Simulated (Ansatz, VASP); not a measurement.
# BeZn3Se4: VASP beside Ansatz

File POSCAR:

```
BeZn3Se4
1.0
    3.9487355755      0.0000000000      0.0000000000
   -1.9743677878      3.4197053212      0.0000000000
    0.0000000000      0.0000000000     13.0379726000
Be Zn Se
1 3 4
Direct
    0.3333333333      0.6666666667      0.0012130000
    0.3333333333      0.6666666667      0.5008500000
    0.6666666667      0.3333333333      0.2425510000
    0.6666666667      0.3333333333      0.7597200000
    0.3333333333      0.6666666667      0.1733880000
    0.3333333333      0.6666666667      0.6903950000
    0.6666666667      0.3333333333      0.4319450000
    0.6666666667      0.3333333333      0.9499360000
```

File INCAR.step1:

```
PREC = Accurate
ENCUT = 520
ISMEAR = 0
SIGMA = 0.02
LREAL = False
LASPH = True
NELM = 100
NBANDS = 41
GGA = PE
ALGO = Normal
EDIFF = 1E-4
LWAVE = True
LCHARG = False
```

INCAR.step2

```
PREC = Accurate
ENCUT = 520
EDIFF = 1E-6
ISMEAR = 0
SIGMA = 0.02
LREAL = False
LASPH = True
NELM = 100
ALGO = Normal
ISIF = 2
LWAVE = False
LCHARG = False
METAGGA = R2SCAN
LMIXTAU = True
NBANDS = 41
ISTART = 1
```

File KPOINTS:

```
regular mesh
0
Gamma
  12 12 2
```

Input for Ansatz:

```yaml
crystal:
  lattice:
    - [3.9487355755, 0.0, 0.0]
    - [-1.9743677878, 3.4197053212, 0.0]
    - [0.0, 0.0, 13.0379726]
  atoms:
    - { symbol: Be, position: [0.3333333333, 0.6666666667, 0.001213] }
    - { symbol: Zn, position: [0.3333333333, 0.6666666667, 0.50085] }
    - { symbol: Zn, position: [0.6666666667, 0.3333333333, 0.242551] }
    - { symbol: Zn, position: [0.6666666667, 0.3333333333, 0.75972] }
    - { symbol: Se, position: [0.3333333333, 0.6666666667, 0.173388] }
    - { symbol: Se, position: [0.3333333333, 0.6666666667, 0.690395] }
    - { symbol: Se, position: [0.6666666667, 0.3333333333, 0.431945] }
    - { symbol: Se, position: [0.6666666667, 0.3333333333, 0.949936] }
basis:
  ecutwfc: 500
kpoints:
  mp_grid: { grid: [12, 12, 2] }
hamiltonian:
  xc: r2scan
scf:
  occupations: { method: gaussian, width: 0.02 }
output:
  forces: false
  stress: false
  eigenvalues: true
  eigenstates:
    kpoints:
      - [0.0, 0.0, 0.0]
      - [0.012569216, -0.006284608, 0.0]
      - [-0.012569216, 0.006284608, 0.0]
      - [0.0, 0.01088526, 0.0]
      - [0.0, -0.01088526, 0.0]
      - [0.0, 0.0, 0.041501156]
      - [0.0, 0.0, -0.041501156]
      - [0.008887778, 0.003253152, 0.0]
      - [-0.008887778, -0.003253152, 0.0]
      - [0.008887778, -0.004443889, 0.029345749]
      - [-0.008887778, 0.004443889, -0.029345749]
      - [0.0, 0.007697041, 0.029345749]
      - [0.0, -0.007697041, -0.029345749]
      - [0.00725684, 0.002656188, 0.023960703]
      - [-0.00725684, -0.002656188, -0.023960703]
      - [0.0, 0.0, 0.0]
      - [0.012569216, -0.006284608, 0.0]
      - [-0.012569216, 0.006284608, 0.0]
      - [0.0, 0.01088526, 0.0]
      - [0.0, -0.01088526, 0.0]
      - [0.0, 0.0, 0.041501156]
      - [0.0, 0.0, -0.041501156]
      - [0.008887778, 0.003253152, 0.0]
      - [-0.008887778, -0.003253152, 0.0]
      - [0.008887778, -0.004443889, 0.029345749]
      - [-0.008887778, 0.004443889, -0.029345749]
      - [0.0, 0.007697041, 0.029345749]
      - [0.0, -0.007697041, -0.029345749]
      - [0.00725684, 0.002656188, 0.023960703]
      - [-0.00725684, -0.002656188, -0.023960703]
    e_range: [-3.673213, 3.673213]
checkpoint:
  read: start.run
  write: ck
  compress: false
  write_wavefunctions: false
  write_every: 100000
```

Alike in both runs: task single point; functional r2SCAN; k mesh 12 × 12 × 2; occupations gaussian, width 0.02 eV; no spin polarisation.

|  | VASP | Ansatz |
| --- | --- | --- |
| version | VASP 6.6.1 | Ansatz 0.2.0 |
| potentials or method | VASP PAW PBE potentials, release 64 (Be, Zn, Se), cutoff 520 eV | scalar-relativistic, plane waves, PAW |
| valence electrons in the cell | 62 | 102 |

|  | VASP | Ansatz | Ansatz less VASP |
| --- | --- | --- | --- |
| gap on the k mesh at the Fermi level (eV) | 2.18 | 2.17 | -0.003 |
| least direct gap on the mesh (eV) | 2.18 | 2.17 | -0.003 |

VASP's potentials were made for PBE, not for r2SCAN. The functional is the same, so the differences come from potentials, cutoffs and numerics. VASP's potentials hold 62 valence electrons a cell and Ansatz's 102, so a difference there can come from the potentials and not from the codes.
